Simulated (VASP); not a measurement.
# B2P (R-3m) in VASP: a series of runs, part 2 of 2

VASP 6.6.1. Earlier steps stand in the parts before.

## (3) Single point, BLYP

INCAR

```
SYSTEM = B2P
PREC = Accurate
ENCUT = 520
EDIFF = 1E-7
ISMEAR = -1
SIGMA = 0.05
LREAL = .FALSE.
LASPH = .TRUE.
NELM = 60
ALGO = Normal
ISIF = 2
LWAVE = .FALSE.
LCHARG = .TRUE.
GGA = B5
ALDAX = 1.0
AGGAX = 1.0
AGGAC = 1.0
ALDAC = 0.0
LELF = .TRUE.
LVHAR = .TRUE.
NBANDS = 12
```

KPOINTS

```
regular mesh
0
G
  10 10 10
  0 0 0
```

POSCAR

```
B2P
1.0
    1.5151200000      0.8747500000      3.9248800000
   -1.5151200000      0.8747500000      3.9248800000
    0.0000000000     -1.7495000000      3.9248800000
B P
2 1
Direct
    0.4293400000      0.4293400000      0.4293400000
    0.5706600000      0.5706600000      0.5706600000
    0.0000000000      0.0000000000      0.0000000000
```

Potentials or basis: VASP PAW PBE potentials, release 64 (B, P).

On the command line:

```sh
$ cat potpaw_PBE.64/B/POTCAR potpaw_PBE.64/P/POTCAR > POTCAR
$ mpirun -np 1 vasp_std > vasp.out
```

OUTCAR:

```text
SYSTEM = B2P
   PREC = Accurate
   ENCUT = 520
   EDIFF = 1E-7
   ISMEAR = -1
   LREAL = .FALSE.
   LASPH = .TRUE.
   NELM = 60
   ISIF = 2
   GGA = B5

 ion  position               nearest neighbor table
   1  0.429  0.429  0.429-   2 1.66   3 2.08   3 2.08   3 2.08
   2  0.571  0.571  0.571-   1 1.66   3 2.08   3 2.08   3 2.08
   3  0.000  0.000  0.000-   2 2.08   1 2.08   2 2.08   2 2.08   1 2.08   1 2.08

  LATTYP: Found a trigonal (rhomboedric) cell.
 ALAT       =     4.2971454701
 COS(alpha) =     0.7513640370

  Lattice vectors:

 A1 = (   1.5151200000,   0.8747500000,   3.9248800000)
 A2 = (  -1.5151200000,   0.8747500000,   3.9248800000)
 A3 = (   0.0000000000,  -1.7495000000,   3.9248800000)

Analysis of symmetry for initial positions (statically):
=====================================================================
 Subroutine PRICEL returns:
 Original cell was already a primitive cell.

 Routine SETGRP: Setting up the symmetry group for a
 trigonal (rhombohedral) supercell.

 Subroutine GETGRP returns: Found 12 space group operations
 (whereof 12 operations were pure point group operations)
 out of a pool of 12 trial point group operations.

The static configuration has the point symmetry D_3d.

Analysis of symmetry for dynamics (positions and initial velocities):
=====================================================================
 Subroutine PRICEL returns:
 Original cell was already a primitive cell.

 Routine SETGRP: Setting up the symmetry group for a
 trigonal (rhombohedral) supercell.

 Subroutine GETGRP returns: Found 12 space group operations
 (whereof 12 operations were pure point group operations)
 out of a pool of 12 trial point group operations.

The dynamic configuration has the point symmetry D_3d.

 Subroutine INISYM returns: Found 12 space group operations
 (whereof 12 operations are pure point group operations),
 and found     1 'primitive' translations

----------------------------------------------------------------------------------------

                                     Primitive cell

  volume of cell :      31.2111

  direct lattice vectors                    reciprocal lattice vectors
     1.515120000  0.874750000  3.924880000     0.330006864  0.190530628  0.084928287
    -1.515120000  0.874750000  3.924880000    -0.330006864  0.190530628  0.084928287
     0.000000000 -1.749500000  3.924880000     0.000000000 -0.381061256  0.084928287

  length of vectors
     4.297145470  4.297145470  4.297142453     0.390409099  0.390409099  0.390410674

  position of ions in fractional coordinates (direct lattice)
     0.429340000  0.429340000  0.429340000
     0.570660000  0.570660000  0.570660000
     0.000000000  0.000000000  0.000000000

  ion indices of the primitive-cell ions
   primitive index   ion index
                 1           1
                 2           2
                 3           3

----------------------------------------------------------------------------------------

 KPOINTS: regular mesh

Automatic generation of k-mesh.
 Grid dimensions read from file:
 generate k-points for:   10   10   10

[... 42 lines left out ...]
  0.300000  0.300000  0.000000      6.000000
  0.400000  0.300000  0.000000     12.000000
 [... further k-points ...]
   k-points           NKPTS =    116   k-points in BZ     NKDIM =    116   number of bands    NBANDS=     12
   number of dos      NEDOS =    301   number of ions     NIONS =      3
   total plane-waves  NPLWV =  32768
   dimension x,y,z NGX =    32 NGY =   32 NGZ =   32
   dimension x,y,z NGXF=    64 NGYF=   64 NGZF=   64
   ions per type =               2   1
   NGX,Y,Z   is equivalent  to a cutoff of  12.38, 12.38, 12.38 a.u.
   NGXF,Y,Z  is equivalent  to a cutoff of  24.76, 24.76, 24.76 a.u.
 SYSTEM =  B2P
   PREC   = accura    normal or accurate (medium, high low for compatibility)
   ISTART =      0    job   : 0-new  1-cont  2-samecut
   ICHARG =      2    charge: 1-file 2-atom 10-const
   ISPIN  =      1    spin polarized calculation?
   LNONCOLLINEAR =      F non collinear calculations
   LSORBIT =      F    spin-orbit coupling
   LASPH  =      T    aspherical Exc in radial PAW
   ENCUT  =  520.0 eV  38.22 Ry    6.18 a.u.   7.99  7.99  7.99*2*pi/ulx,y,z
   NELM   =     60;   NELMIN=  2; NELMDL= -5     # of ELM steps
   EDIFF  = 0.1E-06   stopping-criterion for ELM
   LREAL  =      F    real-space projection
   EDIFFG = 0.1E-05   stopping-criterion for IOM
   NSW    =      0    number of steps for IOM
   IBRION =     -1    ionic relax: 0-MD 1-quasi-New 2-CG
   NFREE  =      0    steps in history (QN), initial steepest desc. (CG)
   ISIF   =      2    stress and relaxation
   ISYM   =      2    0-nonsym 1-usesym 2-fastsym
   POTIM  = 0.5000    time-step for ionic-motion
   TEBEG  =    0.0;   TEEND  =   0.0 temperature during run
   PSTRESS=    0.0 pullay stress
   NELECT =      11.0000    total number of electrons
   NUPDOWN=      -1.0000    fix difference up-down
   EMIN   =  10.00;   EMAX   =-10.00  energy-range for DOS
   EFERMI =   0.00;   METHOD = LEGACY
   ISMEAR =    -1;   SIGMA  =   0.05  broadening in eV -4-tet -1-fermi 0-gaus
   EFERMI_NEDOS =   21; number of points for ismear=-14 and -15
   IALGO  =     38    algorithm
   IMIX   =      4    mixing-type and parameters
     AMIX     =   0.40;   BMIX     =  1.00
     AMIX_MAG =   1.60;   BMIX_MAG =  1.00
  volume/ion in A,a.u.               =      10.40        70.21
  Fermi-wavevector in a.u.,A,eV,Ry     =   1.156386  2.185253 18.194102  1.337229
  Thomas-Fermi vector in A             =   2.293007
   LORBIT       =      0    0 simple, 1 ext, 2 COOP (PROOUT), +10 PAW based schemes
   GGA     = B5    functional components
   LHFCALC =     F    Hartree Fock is set to
   AEXX    =    0.0000 exact exchange contribution
   IVDW    =     0    specifies the selected vdW correction
   LEPSILON=     F    determine dielectric tensor
   LRPA    =     F    only Hartree local field effects (RPA)
 non-spin polarized calculation
  energy-cutoff  :      520.00
  volume of cell :       31.21
 maximum number of plane-waves:       866
   NGX = 15   NGY = 15   NGZ = 15

 number of electron      11.0000001 magnetization

 Free energy of the ion-electron system (eV)
  ---------------------------------------------------
  ext. energy  EPLUGINS =         0.00000000
  ---------------------------------------------------
  free energy    TOTEN  =       -14.73625147 eV

  energy without entropy =      -14.72720195  energy(sigma->0) =      -14.73172671

 E-fermi :   7.4178     XC(G=0): -10.4461

 val. band max:        7.4143210194   @ k =   0.0000   0.0000   0.0000
 cond. band min:       7.4194856085   @ k =  -0.2000   0.2000   0.0000
 fundamental gap:      0.0051645891
 Fermi energy:         7.4177896474

 k-point     1 :       0.0000    0.0000    0.0000
  band No.  band energies     occupation
      1      -8.2470      2.00000
      2       0.8428      2.00000
      3       0.9114      2.00000
      4       7.4143      1.03493
      5       7.4143      1.03467
      6      10.5472      0.00000
      7      10.5473      0.00000
      8      13.4468      0.00000
      9      13.4469      0.00000
     10      14.0396      0.00000
     11      15.4602      0.00000
     12      18.3737      0.00000
[... 331 lines left out ...]
 k-point    24 :       0.4000    0.3000    0.0000
  band No.  band energies     occupation
      1      -5.5982      2.00000
      2       0.1096      2.00000
      3       0.6937      2.00000
      4       3.1049      2.00000
      5       3.8483      2.00000
      6       7.0601      1.99844
      7      10.3790      0.00000
      8      11.9801      0.00000
      9      14.3710      0.00000
     10      15.9372      0.00000
     11      18.1748      0.00000
     12      19.3673      0.00000

 [... further k-points ...]

------------------------ aborting loop because EDIFF is reached ----------------------------------------

  FORCE on cell =-STRESS in cart. coord.  units (eV):
  Direction    XX          YY          ZZ          XY          YZ          ZX
  --------------------------------------------------------------------------------------
  -------------------------------------------------------------------------------------
  Total        1.5504860      1.5504685      0.4363833      0.0000000     -0.0000000      0.0000000
  in kB       79.5920754     79.5911764     22.4011398      0.0000000     -0.0000000      0.0000000
  external PRESSURE =      60.5281305 kB  Pullay stress =       0.0000000 kB

 VOLUME and BASIS-vectors are now :
 -----------------------------------------------------------------------------
  energy-cutoff  :      520.00
  volume of cell :       31.21
      direct lattice vectors                 reciprocal lattice vectors
     1.515120000  0.874750000  3.924880000     0.330006864  0.190530628  0.084928287
    -1.515120000  0.874750000  3.924880000    -0.330006864  0.190530628  0.084928287
     0.000000000 -1.749500000  3.924880000     0.000000000 -0.381061256  0.084928287

 POSITION                                       TOTAL-FORCE (eV/Angst)
 -----------------------------------------------------------------------------------
      0.00000      0.00000      5.05532         0.000000     -0.000000      0.351660
      0.00000      0.00000      6.71932         0.000000      0.000000     -0.351660
      0.00000      0.00000      0.00000         0.000000      0.000000      0.000000
 -----------------------------------------------------------------------------------
    total drift:                               -0.000000     -0.000000      0.000000

  FREE ENERGIE OF THE ION-ELECTRON SYSTEM (eV)
  ---------------------------------------------------
  free  energy   TOTEN  =       -14.7362514730 eV

  energy  without entropy=      -14.7272019499  energy(sigma->0) =      -14.73172671
```

OSZICAR:

```text
N       E                     dE             d eps       ncg     rms          rms(c)
DAV:   1     0.156207316767E+02    0.15621E+02   -0.47504E+03  2784   0.743E+02
DAV:   2    -0.142337034850E+02   -0.29854E+02   -0.28355E+02  3668   0.135E+02
DAV:   3    -0.153024462019E+02   -0.10687E+01   -0.10559E+01  3684   0.205E+01
DAV:   4    -0.153088959236E+02   -0.64497E-02   -0.64474E-02  3280   0.181E+00
DAV:   5    -0.153089491290E+02   -0.53205E-04   -0.53205E-04  3772   0.160E-01    0.629E+00
DAV:   6    -0.148239369236E+02    0.48501E+00   -0.76339E-01  3260   0.540E+00    0.352E+00
DAV:   7    -0.147384941730E+02    0.85443E-01   -0.28318E-01  3576   0.332E+00    0.122E+00
DAV:   8    -0.147355526999E+02    0.29415E-02   -0.25940E-02  3256   0.104E+00    0.246E-01
DAV:   9    -0.147362656748E+02   -0.71297E-03   -0.17668E-03  3604   0.318E-01    0.694E-02
DAV:  10    -0.147362520065E+02    0.13668E-04   -0.32520E-04  3260   0.131E-01    0.194E-02
DAV:  11    -0.147362511045E+02    0.90195E-06   -0.10849E-05  3452   0.243E-02    0.103E-02
DAV:  12    -0.147362514455E+02   -0.34098E-06   -0.36304E-06  3284   0.127E-02    0.364E-03
DAV:  13    -0.147362514730E+02   -0.27477E-07   -0.28173E-07  3204   0.396E-03
   1 F= -.14736251E+02 E0= -.14731727E+02  d E =-.904952E-02
```

Run time: 86 s. Hardware: 1 thread of Intel Xeon 8259CL, shared host; peak memory 0.19 GiB.

What came out:

```
Free energy            : -14.7363 eV
Pressure               : 6.1 GPa
Largest force          : 0.352 eV/Å
Band gap on the k mesh : zero (an odd number of electrons rules out a gap without spin polarisation)
```

Forces in eV/Å, atoms in the order of the input:
```
B    0.000  0.000  0.352
B    0.000  0.000 -0.352
P    0.000  0.000  0.000
```

Levels at points of the mesh, in eV from the Fermi level:
```
           k point  band 3  band 4  band 5  band 6  band 7  band 8
(0.00, 0.00, 0.00)   -6.51    0.00    0.00    3.13    3.13    6.03
(0.50, 0.00, 0.00)   -5.38   -2.81   -2.34   -2.23    0.67    1.74
(0.50, 0.50, 0.00)   -6.52   -5.71   -3.21    0.06    3.77    3.99
(0.50, 0.50, 0.50)   -0.88    0.79    0.79    1.01    1.01    6.20
```

Caveat: the cell stands under pressure; the PAW data sets were made with another functional, which shifts forces and pressure a little.
